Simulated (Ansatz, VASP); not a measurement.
**Ga: VASP beside Ansatz**

The input INCAR:

```
  PREC = Accurate
  ENCUT = 520
  EDIFF = 1E-7
  ISMEAR = -1
  SIGMA = 0.05
  LREAL = F
  LASPH = T
  NELM = 60
  ALGO = Normal
  ISIF = 2
  LWAVE = F
  LCHARG = F
  GGA = CA
  NBANDS = 34
```

KPOINTS

```
regular mesh
0
Gamma
  6 6 5
```

Contents of POSCAR:

```
Ga
1.0
    3.7190428166     -2.2669463105      0.0000000000
    3.7190428166      2.2669463105      0.0000000000
    0.0000000000      0.0000000000      4.3731194242
Ga
4
Direct
    0.9903150000      0.3344500000      0.2500000000
    0.3344500000      0.9903150000      0.7500000000
    0.0096850000      0.6655500000      0.7500000000
    0.6655500000      0.0096850000      0.2500000000
```

Input for Ansatz:

```yaml
crystal:
  lattice:
    - [3.7190428166290865, -2.266946310491245, 0.0]
    - [3.7190428166290865, 2.266946310491245, 0.0]
    - [0.0, 0.0, 4.3731194241661]
  atoms:
    - { symbol: Ga, position: [0.990315, 0.33445, 0.25] }
    - { symbol: Ga, position: [0.33445, 0.990315, 0.75] }
    - { symbol: Ga, position: [0.009685, 0.66555, 0.75] }
    - { symbol: Ga, position: [0.66555, 0.009685, 0.25] }
basis:
  ecutwfc: 450.0
kpoints:
  mp_grid:
    grid: [6, 6, 5]
hamiltonian:
  xc: lda
scf:
  convergence:
    dr2_threshold: 1.0e-10
  occupations:
    method: fermi_dirac
    width: 0.05
output:
  stress: true
```

Alike in both runs: task single point; functional LDA; k mesh 6 × 6 × 5; occupations fermi-dirac, width 0.05 eV; no spin polarisation.

|  | VASP | Ansatz |
| --- | --- | --- |
| version | VASP 6.6.1 | Ansatz 0.2.0 |
| potentials or method | VASP PAW LDA potentials, release 64 (Ga_d), cutoff 520 eV | plane waves, PAW |
| valence electrons in the cell | 52 | 52 |

```csv
,VASP,Ansatz,Ansatz less VASP
pressure (GPa),2.7,2.4,-0.26
"traceless stress, the component that is largest in VASP (GPa)",-1.31,-1.27,+0.039
```

LDA's correlation is that of Perdew and Zunger in VASP and of Perdew and Wang (1992) in Ansatz.
